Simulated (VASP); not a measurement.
Set up this calculation in VASP 6.6.1, as the native input.

```
Task                   : single point
Functional             : PBEsol
Potentials or basis    : VASP PAW PBE potentials, release 64 (Cd)
Cutoff                 : 520 eV
k mesh                 : 13 × 13 × 4
Occupations            : fermi-dirac, width 0.1 eV
Spin                   : no spin polarisation
Dipole correction      : no
Further INCAR settings : ALGO = Normal; EDIFF = 1e-07; NBANDS = 32
```

The structure of Cd lies in POSCAR:

```
Cd
1.0
    3.0311213933      0.0000000000      0.0000000000
   -1.5155606966      2.6250281285      0.0000000000
    0.0000000000      0.0000000000      9.6511901051
Cd
4
Direct
    1.0000000000      0.0000000000      0.0000000000
    1.0000000000      0.0000000000      0.5000000000
    0.3333333333      0.6666666667      0.2500000000
    0.6666666667      0.3333333333      0.7500000000
```

This cell differs from its parent crystal: volume scaled by 0.92.

These files were run (other wordings do the same):

INCAR

```
SYSTEM = Cd
PREC     = Accurate       ! precision mode
ENCUT    = 520            ! plane-wave cutoff, eV
EDIFF    = 1E-7           ! SCF threshold, eV
ISMEAR   = -1             ! smearing method
SIGMA    = 0.1            ! smearing width, eV
LREAL    = .False.        ! projectors in reciprocal space
LASPH    = .True.         ! aspherical terms in the spheres
NELM     = 60             ! most SCF steps
ALGO     = Normal         ! electronic algorithm
ISIF     = 2              ! what is computed and relaxed
LWAVE    = .False.        ! write WAVECAR
LCHARG   = .False.        ! write CHGCAR
GGA      = PS             ! functional
NBANDS   = 32             ! bands
```

KPOINTS

```
regular mesh
0
Gamma
  13 13 4
  0 0 0
```

Potentials or basis: VASP PAW PBE potentials, release 64 (Cd).

Run with:

```sh
$ cat potpaw_PBE.64/Cd/POTCAR > POTCAR
$ mpirun -np 1 vasp_std > vasp.out
```

Results of the run:

The pressure is 6.8 GPa and the band gap on the k mesh is zero (band 24 reaches 5.61 eV, above the bottom of band 25 at 2.89 eV).

Caveat: the PAW data sets were made with another functional, which shifts forces and pressure a little.

Wall time 66 s on 1 thread of Intel(R) Xeon(R) 6975P-C (Granite Rapids), with other jobs on the host, peak memory 0.25 GiB.
